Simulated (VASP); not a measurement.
A run of VASP 6.6.1:

File INCAR:

```
SYSTEM = Pb
PREC = Accurate
ENCUT = 520
EDIFF = 1E-7
ISMEAR = -1
SIGMA = 0.1
LREAL = .FALSE.
LASPH = .TRUE.
NELM = 80
ALGO = Normal
ISIF = 2
LWAVE = .FALSE.
LCHARG = .FALSE.
GGA = CA
NBANDS = 21
```

File KPOINTS:

```
Automatic mesh
0
G
  12 12 7
  0 0 0
```

The input POSCAR:

```
Pb
1.0
    3.5261344723      0.0000000000      0.0000000000
   -1.7630672362      3.0537220302      0.0000000000
    0.0000000000      0.0000000000      5.7900337272
Pb
2
Direct
    0.3333333333      0.6666666667      0.2500000000
    0.6666666667      0.3333333333      0.7500000000
```

Potentials or basis: VASP PAW LDA potentials, release 64 (Pb_d).

Command:

```bash
$ cat potpaw_LDA.64/Pb_d/POTCAR > POTCAR
$ mpirun -np 1 vasp_std > vasp.out
```

Hardware: 1 thread of AMD EPYC 7R13, with other jobs on the host.

Estimate the wall time of this run.

Run time: 2.2 min on 1 thread of AMD EPYC 7R13, with other jobs on the host, peak memory 0.18 GiB. Counts: scf iterations 11, k points 76.
